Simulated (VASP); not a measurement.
# LiTa16 (a cell with a defect) in VASP: single point with PBE+D3(BJ)

Aim: the single point of LiTa16 (a cell with a defect) with PBE+D3(BJ).

All numbers are computed with VASP 6.6.1; they aren't measurements. Logs are shortened: lines on timing, memory, paths and dates and some standing lists are left out, and cuts for length are marked.

**1. The cell of the first run**

The cell holds a defect, 17 atoms: a = 6.620 Å, b = 6.620 Å, c = 6.620 Å, α = 90.00°, β = 90.00°, γ = 90.00°.

**2. Single point, PBE+D3(BJ)**

File INCAR:

```
SYSTEM = LiTa16
ALGO = Normal
EDIFF = 1E-6
ENCUT = 520
GGA = PE
ISIF = 2
ISMEAR = -1
IVDW = 12
LASPH = .True.
LCHARG = .False.
LREAL = Auto
LWAVE = .False.
NBANDS = 104
NELM = 80
PREC = Accurate
SIGMA = 0.15
```

File KPOINTS:

```
k-points
0
Gamma
  2 2 2
  0 0 0
```

File POSCAR:

```
LiTa16
1.0
    6.6200000000      0.0000000000      0.0000000000
    0.0000000000      6.6200000000      0.0000000000
    0.0000000000      0.0000000000      6.6200000000
Ta Li
16 1
Direct
    0.0001462977     -0.0009104792     -0.0031727402
    0.5001322924      0.0223483714     -0.0348544082
    0.0001848782      0.4901481638     -0.0037785246
    0.0001464210     -0.0009312359      0.5029218070
    0.2535276969      0.2423029930      0.2498698912
    0.5001568072      0.5075097865      0.0032137342
    0.5001328013      0.0222345294      0.5344945080
    0.7468096722      0.2423142779      0.2498700096
    0.0001857234      0.4901420765      0.5035342155
    0.2155782008      0.7275717593      0.2498903130
    0.2464857585      0.2596802223      0.7498459720
    0.5001569330      0.5075191172      0.4965066271
    0.7848528838      0.7274395737      0.2498907609
    0.7538103302      0.2596728697      0.7498467521
    0.2470867836      0.7507505467      0.7498795581
    0.7532173430      0.7507266152      0.7498796472
    0.5003247768      0.8749785126      0.2497258771
```

Potentials or basis: VASP PAW PBE potentials, release 64 (Ta_pv, Li_sv).

The run is started by

```bash
$ cat potpaw_PBE.64/Ta_pv/POTCAR potpaw_PBE.64/Li_sv/POTCAR > POTCAR
$ mpirun -np 1 vasp_std > vasp.out
```

OUTCAR:

```text
SYSTEM = LiTa16
   EDIFF = 1E-6
   ENCUT = 520
   GGA = PE
   ISIF = 2
   ISMEAR = -1
   IVDW = 12
   LASPH = .True.
   LREAL = Auto
   NELM = 80
   PREC = Accurate
 IVDW          = 12

 ion  position               nearest neighbor table
   1  0.000  0.999  0.997-  15 2.84  16 2.84  10 2.84  13 2.84   8 2.87   5 2.87  14 2.88  11 2.88
                             3 3.25   4 3.27   2 3.32   2 3.32   4 3.35   3 3.37
   2  0.500  0.022  0.965-  17 2.12  11 2.71  14 2.71  15 2.84  16 2.84   7 2.85   5 2.89   8 2.89
                             6 3.22  10 3.30  13 3.30   1 3.32   1 3.32   6 3.42
   3  0.000  0.490  0.996-  13 2.71  10 2.71  11 2.77  14 2.77  15 2.88  16 2.88   5 2.89   8 2.89
                             1 3.25   9 3.26   6 3.31   6 3.31   9 3.36   1 3.37
   4  0.000  0.999  0.503-  15 2.84  16 2.84  10 2.84  13 2.84   8 2.87   5 2.87  14 2.88  11 2.88
                             9 3.25   1 3.27   7 3.32   7 3.32   1 3.35   9 3.37
   5  0.254  0.242  0.250-   1 2.87   4 2.87   3 2.89   9 2.89   7 2.89   2 2.89  12 2.90   6 2.90
                            17 2.93  10 3.22   8 3.27  11 3.31  11 3.31   8 3.35  10 3.42
   6  0.500  0.508  0.003-  16 2.87  15 2.87  14 2.89  11 2.89  10 2.89  13 2.89   5 2.90   8 2.90
                            17 2.93   2 3.22  12 3.27   3 3.31   3 3.31  12 3.35   2 3.42
   7  0.500  0.022  0.534-  17 2.12  11 2.71  14 2.71  15 2.84  16 2.84   2 2.85   5 2.89   8 2.89
                            12 3.22  10 3.30  13 3.30   4 3.32   4 3.32  12 3.42
   8  0.747  0.242  0.250-   1 2.87   4 2.87   3 2.89   9 2.89   7 2.89   2 2.89  12 2.90   6 2.90
                            17 2.93  13 3.22   5 3.27  14 3.31  14 3.31   5 3.35  13 3.42
   9  0.000  0.490  0.504-  13 2.71  10 2.71  11 2.76  14 2.77  15 2.88  16 2.88   5 2.89   8 2.89
                             4 3.25   3 3.26  12 3.31  12 3.31   3 3.36   4 3.37
  10  0.216  0.728  0.250-  17 2.12   9 2.71   3 2.71   4 2.84   1 2.84  13 2.85  12 2.89   6 2.89
                             5 3.22   7 3.30   2 3.30  15 3.32  15 3.32   5 3.42
  11  0.246  0.260  0.750-   2 2.71   7 2.71   9 2.76   3 2.77   4 2.88   1 2.88  12 2.89   6 2.89
                            15 3.25  14 3.26   5 3.31   5 3.31  14 3.36  15 3.37
  12  0.500  0.508  0.497-  16 2.87  15 2.87  14 2.89  11 2.89  10 2.89  13 2.89   5 2.90   8 2.90
                            17 2.93   7 3.22   6 3.27   9 3.31   9 3.31   6 3.35   7 3.42
  13  0.785  0.727  0.250-  17 2.12   9 2.71   3 2.71   4 2.84   1 2.84  10 2.85  12 2.89   6 2.89
                             8 3.22   7 3.30   2 3.30  16 3.32  16 3.32   8 3.42
  14  0.754  0.260  0.750-   2 2.71   7 2.71   9 2.77   3 2.77   4 2.88   1 2.88  12 2.89   6 2.89
                            16 3.25  11 3.26   8 3.31   8 3.31  11 3.36  16 3.37
  15  0.247  0.751  0.750-   4 2.84   1 2.84   7 2.84   2 2.84   6 2.87  12 2.87   3 2.88   9 2.88
                            11 3.25  16 3.27  10 3.32  10 3.32  16 3.35  11 3.37
  16  0.753  0.751  0.750-   4 2.84   1 2.84   7 2.84   2 2.84   6 2.87  12 2.87   3 2.88   9 2.88
                            14 3.25  15 3.27  13 3.32  13 3.32  15 3.35  14 3.37
  17  0.500  0.875  0.250-   2 2.12  13 2.12   7 2.12  10 2.12   8 2.93   6 2.93   5 2.93  12 2.93

  LATTYP: Found a simple cubic cell.
 ALAT       =     6.6200000000

  Lattice vectors:

 A1 = (   6.6200000000,   0.0000000000,   0.0000000000)
 A2 = (   0.0000000000,   6.6200000000,   0.0000000000)
 A3 = (   0.0000000000,   0.0000000000,   6.6200000000)

Analysis of symmetry for initial positions (statically):
=====================================================================
 Subroutine PRICEL returns:
 Original cell was already a primitive cell.

 Routine SETGRP: Setting up the symmetry group for a
 simple cubic supercell.

 Subroutine GETGRP returns: Found  1 space group operations
 (whereof  1 operations were pure point group operations)
 out of a pool of 48 trial point group operations.

The static configuration has the point symmetry C_1 .

Analysis of symmetry for dynamics (positions and initial velocities):
=====================================================================
 Subroutine PRICEL returns:
 Original cell was already a primitive cell.

 Routine SETGRP: Setting up the symmetry group for a
 simple cubic supercell.

 Subroutine GETGRP returns: Found  1 space group operations
 (whereof  1 operations were pure point group operations)
 out of a pool of 48 trial point group operations.

The dynamic configuration has the point symmetry C_1 .

 Subroutine INISYM returns: Found  1 space group operations
 (whereof  1 operations are pure point group operations),
 and found     1 'primitive' translations

----------------------------------------------------------------------------------------

                                     Primitive cell

  volume of cell :     290.1175

  direct lattice vectors                    reciprocal lattice vectors
[... 59 lines left out ...]
     0.000000000  0.000000000  0.075528701     0.000000000  0.000000000  0.500000000

  Length of vectors
     0.075528701  0.075528701  0.075528701

  Shift w.r.t. Gamma in fractional coordinates (k-lattice)
     0.000000000  0.000000000  0.000000000

 Subroutine IBZKPT returns following result:
 ===========================================

 Found      8 irreducible k-points:

 Following reciprocal coordinates:
            Coordinates               Weight
  0.000000  0.000000  0.000000      1.000000
  0.500000  0.000000  0.000000      1.000000
  0.000000  0.500000  0.000000      1.000000
  0.000000  0.000000  0.500000      1.000000
  0.500000  0.500000  0.000000      1.000000
  0.000000  0.500000  0.500000      1.000000
  0.500000  0.000000  0.500000      1.000000
  0.500000  0.500000  0.500000      1.000000
   k-points           NKPTS =      8   k-points in BZ     NKDIM =      8   number of bands    NBANDS=    104
   number of dos      NEDOS =    301   number of ions     NIONS =     17
   total plane-waves  NPLWV = 125000
   dimension x,y,z NGX =    50 NGY =   50 NGZ =   50
   dimension x,y,z NGXF=   100 NGYF=  100 NGZF=  100
   ions per type =              16   1
   NGX,Y,Z   is equivalent  to a cutoff of  12.56, 12.56, 12.56 a.u.
   NGXF,Y,Z  is equivalent  to a cutoff of  25.11, 25.11, 25.11 a.u.
 SYSTEM =  LiTa16
   PREC   = accura    normal or accurate (medium, high low for compatibility)
   ISTART =      0    job   : 0-new  1-cont  2-samecut
   ICHARG =      2    charge: 1-file 2-atom 10-const
   ISPIN  =      1    spin polarized calculation?
   LNONCOLLINEAR =      F non collinear calculations
   LSORBIT =      F    spin-orbit coupling
   LASPH  =      T    aspherical Exc in radial PAW
   ENCUT  =  520.0 eV  38.22 Ry    6.18 a.u.  12.31 12.31 12.31*2*pi/ulx,y,z
   NELM   =     80;   NELMIN=  2; NELMDL= -5     # of ELM steps
   EDIFF  = 0.1E-05   stopping-criterion for ELM
   LREAL  =      T    real-space projection
   EDIFFG = 0.1E-04   stopping-criterion for IOM
   NSW    =      0    number of steps for IOM
   IBRION =     -1    ionic relax: 0-MD 1-quasi-New 2-CG
   NFREE  =      0    steps in history (QN), initial steepest desc. (CG)
   ISIF   =      2    stress and relaxation
   ISYM   =      2    0-nonsym 1-usesym 2-fastsym
   POTIM  = 0.5000    time-step for ionic-motion
   TEBEG  =    0.0;   TEEND  =   0.0 temperature during run
   PSTRESS=    0.0 pullay stress
   NELECT =     179.0000    total number of electrons
   NUPDOWN=      -1.0000    fix difference up-down
   EMIN   =  10.00;   EMAX   =-10.00  energy-range for DOS
   EFERMI =   0.00;   METHOD = LEGACY
   ISMEAR =    -1;   SIGMA  =   0.15  broadening in eV -4-tet -1-fermi 0-gaus
   EFERMI_NEDOS =   21; number of points for ismear=-14 and -15
   IALGO  =     38    algorithm
   IMIX   =      4    mixing-type and parameters
     AMIX     =   0.40;   BMIX     =  1.00
     AMIX_MAG =   1.60;   BMIX_MAG =  1.00
  volume/ion in A,a.u.               =      17.07       115.17
  Fermi-wavevector in a.u.,A,eV,Ry     =   1.393695  2.633702 26.427776  1.942387
  Thomas-Fermi vector in A             =   2.517316
   LORBIT       =      0    0 simple, 1 ext, 2 COOP (PROOUT), +10 PAW based schemes
   GGA     = PE    functional components
   LHFCALC =     F    Hartree Fock is set to
   AEXX    =    0.0000 exact exchange contribution
   IVDW    =    12    specifies the selected vdW correction
   LEPSILON=     F    determine dielectric tensor
   LRPA    =     F    only Hartree local field effects (RPA)
 non-spin polarized calculation
  energy-cutoff  :      520.00
  volume of cell :      290.12
 maximum number of plane-waves:      7856
 NGX is ok and might be reduce to    50
   NGX = 25   NGY = 25   NGZ = 25

 number of electron     178.9999978 magnetization

 Free energy of the ion-electron system (eV)
  ---------------------------------------------------
  ext. energy  EPLUGINS =         0.00000000
  ---------------------------------------------------
  free energy    TOTEN  =      -188.08011767 eV

  energy without entropy =     -187.24251924  energy(sigma->0) =     -187.66131846

 E-fermi :   5.7812     XC(G=0): -12.6414

 val. band max:        5.7411590269   @ k =   0.0000   0.5000   0.5000
 cond. band min:       5.8340935164   @ k =   0.0000   0.0000   0.5000
 fundamental gap:      0.0929344895
 Fermi energy:         5.7812167690

 k-point     1 :       0.0000    0.0000    0.0000
  band No.  band energies     occupation
      1     -40.9810      2.00000
      2     -28.8124      2.00000
      3     -28.6692      2.00000
      4     -28.6362      2.00000
      5     -28.6362      2.00000
      6     -28.6146      2.00000
[... 821 lines left out ...]
    100       8.9587      0.00000
    101       9.2077      0.00000
 [bands above 101 left out]

------------------------ aborting loop because EDIFF is reached ----------------------------------------

 Edisp (eV)  -11.24382

 E8    (eV) :    -5.8517

  FORCE on cell =-STRESS in cart. coord.  units (eV):
  Direction    XX          YY          ZZ          XY          YZ          ZX
  --------------------------------------------------------------------------------------
  -------------------------------------------------------------------------------------
  Total       5.88498     1.72920     5.90780    -0.01166    -0.00747    -0.00019
  in kB      32.49988     9.54952    32.62589    -0.06437    -0.04124    -0.00107
  external pressure =       24.89 kB  Pullay stress =        0.00 kB

 VOLUME and BASIS-vectors are now :
 -----------------------------------------------------------------------------
  energy-cutoff  :      520.00
  volume of cell :      290.12
      direct lattice vectors                 reciprocal lattice vectors
     6.620000000  0.000000000  0.000000000     0.151057402  0.000000000  0.000000000
     0.000000000  6.620000000  0.000000000     0.000000000  0.151057402  0.000000000
     0.000000000  0.000000000  6.620000000     0.000000000  0.000000000  0.151057402

 POSITION                                       TOTAL-FORCE (eV/Angst)
 -----------------------------------------------------------------------------------
      0.00097      6.61397      6.59900         0.000364     -0.000072      0.000051
      3.31088      0.14795      6.38926         0.000146      0.005839     -0.009533
      0.00122      3.24478      6.59499         0.000408     -0.003043      0.000850
      0.00097      6.61384      3.32934         0.000098      0.000420     -0.000373
      1.67835      1.60405      1.65414        -0.000875      0.004870      0.000037
      3.31104      3.35971      0.02127        -0.000018     -0.007179     -0.003134
[... 9 lines left out ...]
      4.98630      4.96981      4.96420        -0.001760     -0.001107      0.000195
      3.31215      5.79236      1.65319        -0.000519      0.003120      0.000008
 -----------------------------------------------------------------------------------
    total drift:                               -0.002482      0.001539     -0.001752

  FREE ENERGIE OF THE ION-ELECTRON SYSTEM (eV)
  ---------------------------------------------------
  free  energy   TOTEN  =      -199.3239393093 eV

  energy  without entropy=     -198.4863408808  energy(sigma->0) =     -198.90514010
```

It took 8.6 min on 1 thread of Intel Xeon Platinum 8488C (Sapphire Rapids), shared host; peak memory 0.43 GiB.

Results:

| Property | Result |
| --- | --- |
| Free energy | -199.3239 eV |
| Largest force | 0.012 eV/Å |
| Band gap on the k mesh | zero (an odd number of electrons rules out a gap without spin polarisation) |
| Dispersion energy per atom | -0.661 eV |

Forces in eV/Å, atoms in the order of the input:
```
Ta   0.000  0.000  0.000
Ta   0.000  0.006 -0.010
Ta   0.000 -0.003  0.001
Ta   0.000  0.000  0.000
Ta  -0.001  0.005  0.000
Ta   0.000 -0.007 -0.003
Ta   0.000  0.008  0.010
Ta   0.001  0.005  0.000
Ta   0.000 -0.002 -0.001
Ta  -0.011 -0.007  0.000
Ta   0.000  0.003  0.000
Ta   0.000 -0.007  0.003
Ta   0.010 -0.004  0.000
Ta   0.000  0.003  0.000
Ta   0.002 -0.001  0.000
Ta  -0.002 -0.001  0.000
Li  -0.001  0.003  0.000
```

Caveat: the k points lie up to 0.47 Å⁻¹ apart, too coarse for converged energies and pressures of a metal; the cutoff is under 1.25 times the usual one of these potentials, so pressure, stress and relaxed cells hold a basis-set (Pulay) error; spin-orbit coupling is left out, which moves the levels of the heavy elements.

The gap in the log of VASP goes by the Fermi energy; the results here count the filled bands.